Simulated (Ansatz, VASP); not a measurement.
**Two plane-wave programs on BiTe**

The input INCAR:

```
SYSTEM = BiTe
PREC = Accurate
ENCUT = 600
EDIFF = 1E-7
ISMEAR = -1
SIGMA = 0.05
LREAL = .FALSE.
LASPH = .TRUE.
NELM = 100
ALGO = Normal
ISIF = 3
LWAVE = .FALSE.
LCHARG = .FALSE.
IBRION = 2
NSW = 60
EDIFFG = -0.01
```

File KPOINTS:

```
Automatic mesh
0
G
  7 7 7
  0 0 0
```

The input POSCAR:

```
BiTe
1.0
    0.0000000000      3.2350000000      3.2350000000
    3.2350000000      0.0000000000      3.2350000000
    3.2350000000      3.2350000000      0.0000000000
Bi Te
1 1
Direct
    0.0000000000      0.0000000000      0.0000000000
    0.5000000000      0.5000000000      0.5000000000
```

input.yaml

```yaml
crystal:
  lattice:
    - [0.0, 3.235, 3.235]
    - [3.235, 0.0, 3.235]
    - [3.235, 3.235, 0.0]
  atoms:
    - { symbol: Bi, position: [0.0, 0.0, 0.0] }
    - { symbol: Te, position: [0.5, 0.5, 0.5] }
hamiltonian:
  xc: lda
  pseudopotentials: { kind: paw }
kpoints:
  mp_grid: { grid: [7, 7, 7] }
scf:
  occupations: { method: fermi_dirac, width: 0.05 }
output:
  forces: true
  stress: true
  eigenvalues: true
relax:
  f_tol: 0.01
  max_steps: 40
  cell: { stress_tol: 0.05 }
```

Alike in both runs: task relaxation of cell and atoms; functional LDA; k mesh 7 × 7 × 7; occupations fermi-dirac, width 0.05 eV; no spin polarisation.

|  | VASP | Ansatz |
| --- | --- | --- |
| version | VASP 6.6.1 | Ansatz 0.2.0 |
| potentials or method | VASP PAW LDA potentials, release 64 (Bi_d, Te) | Ansatz PAW |
| plane-wave cutoff (eV) | 600 | 420 |
| valence electrons in the cell | 21 | 31 |

```csv
,VASP,Ansatz,Ansatz less VASP
"gap on the k mesh at the Fermi level, each at its own relaxed structure (eV)",none,none,-
relaxed volume (Å³/atom),32.17,32.10,-0.065
relaxed cell length with the largest relative difference (Å),4.498,4.495,-0.0031
```

LDA's correlation is that of Perdew and Zunger in VASP and of Perdew and Wang (1992) in Ansatz. A gap of «none» marks a metal or a gap that the smearing closes. VASP's potentials hold 21 valence electrons a cell and Ansatz's 31, so a difference there can come from the potentials and not from the codes.

Spin-orbit coupling is off throughout. Noted on Ansatz's run: the plane-wave basis is chosen anew once the cell has moved, so the energies of steps on either side of that aren't comparable.
